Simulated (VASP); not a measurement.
Cs: single point with PBE

Cs:

```
Cs
1.0
    -3.26995    3.20716    3.27462
     3.13948   -3.06094    2.99793
     3.18433    2.97532   -3.12840
Cs
1
Direct
  0.99977 0.00612 0.00319
```

This cell differs from its parent crystal: the cell strained at random.

```json
{
  "Program": "VASP 6.6.1",
  "Task": "single point",
  "Functional": "PBE",
  "Potentials or basis": "VASP PAW PBE potentials, release 64 (Cs_sv)",
  "Cutoff": "520 eV",
  "k mesh": "6 × 6 × 6",
  "Occupations": "fermi-dirac, width 0.05 eV",
  "Spin": "no spin polarisation",
  "Dipole correction": "no",
  "Further INCAR settings": "ALGO = Fast; EDIFF = 1e-06; NBANDS = 10"
}
```

* Pressure: -0.1 GPa

Levels at points of the mesh, in eV from the Fermi level:
```tsv
k point	band 2	band 3	band 4	band 5	band 6	band 7
(0.00, 0.00, 0.00)	-10.66	-10.65	-10.65	-1.62	2.31	2.38
(0.50, 0.00, 0.00)	-10.76	-10.68	-10.65	0.01	0.74	1.60
(0.00, 0.50, 0.00)	-10.77	-10.70	-10.65	0.09	0.87	1.68
(0.50, 0.50, 0.00)	-10.76	-10.68	-10.65	0.03	0.76	1.63
(0.00, 0.00, 0.50)	-10.77	-10.70	-10.65	0.09	0.86	1.62
(0.50, 0.00, 0.50)	-10.76	-10.68	-10.65	-0.01	0.71	1.69
(0.00, 0.50, 0.50)	-10.77	-10.70	-10.65	0.12	0.92	1.59
(0.50, 0.50, 0.50)	-10.74	-10.74	-10.72	0.68	0.71	2.77
```

It took 38 s on 1 thread of Intel(R) Xeon(R) 6975P-C (Granite Rapids), with other jobs on the host, peak memory 0.31 GiB.

Caveat: the cell differs from its parent crystal (the cell strained at random); spin-orbit coupling is left out, which moves the levels of the heavy elements.
